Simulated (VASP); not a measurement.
A run of VASP 6.6.1 is set up as follows.

File INCAR:

```
PREC = Accurate ; ENCUT = 600
EDIFF = 1E-7 ; ISMEAR = -1
SIGMA = 0.08 ; LREAL = False
LASPH = True ; NELM = 80
ALGO = Normal ; ISIF = 3
LWAVE = False ; LCHARG = False
GGA = PE ; IBRION = 2
NSW = 60 ; EDIFFG = -0.005
```

The input KPOINTS:

```
Automatic mesh
0
Gamma
  12 12 12
```

File POSCAR:

```
SnTe
1.0
    0.0000000000      2.8916353749      2.8916353749
    2.8916353749      0.0000000000      2.8916353749
    2.8916353749      2.8916353749      0.0000000000
Sn Te
1 1
Direct
    0.0000000000      0.0000000000      0.0000000000
    0.5000000000      0.5000000000      0.5000000000
```

Potentials or basis: VASP PAW PBE potentials, release 64 (Sn_d, Te).

The run is started by

```bash
$ cat potpaw_PBE.64/Sn_d/POTCAR potpaw_PBE.64/Te/POTCAR > POTCAR
$ mpirun -np 1 vasp_std > vasp.out
```

(1) What does it give for the relaxed volume?

(2) Predict the band gap on the k mesh.

(3) Predict the relaxed cell.

## Answers

(1) 32.89 Å³/atom.

(2) 0.05 eV.

(3) a = 4.531 Å, b = 4.531 Å, c = 4.531 Å, α = 60.00°, β = 60.00°, γ = 60.00°.

Caveat: the volume moved by over 15 % at a fixed basis, so the end points are rough; semilocal functionals underestimate gaps, and a narrow one can read as zero; spin-orbit coupling is left out, which moves the levels of the heavy elements.
